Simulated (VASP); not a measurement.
A run of VASP 6.6.1:

The input INCAR:

```
  PREC = Accurate
  ENCUT = 520
  EDIFF = 1E-6
  ISMEAR = -1
  SIGMA = 0.08
  LREAL = False
  LASPH = True
  NELM = 80
  ALGO = Normal
  ISIF = 2
  LWAVE = False
  LCHARG = False
  GGA = PS
  NBANDS = 20
```

Contents of KPOINTS:

```
Automatic mesh
0
Gamma
  12 12 12
```

The input POSCAR:

```
LaBi
1.0
    0.0000000000      2.9713270649      2.9713270649
    2.9713270649      0.0000000000      2.9713270649
    2.9713270649      2.9713270649      0.0000000000
La Bi
1 1
Direct
    0.0000000000      0.0000000000      0.0000000000
    0.5000000000      0.5000000000      0.5000000000
```

Potentials or basis: VASP PAW PBE potentials, release 64 (La, Bi_d).

Launch:

```sh
$ cat potpaw_PBE.64/La/POTCAR potpaw_PBE.64/Bi_d/POTCAR > POTCAR
$ mpirun -np 1 vasp_std > vasp.out
```

Hardware: 1 thread of Intel(R) Xeon(R) 6975P-C (Granite Rapids), on a shared host.

Estimate the wall time of this run.

Run time: 36 s on 1 thread of Intel(R) Xeon(R) 6975P-C (Granite Rapids), with other jobs on the host, peak memory 0.24 GiB. Counts: scf iterations 15, k points 72.
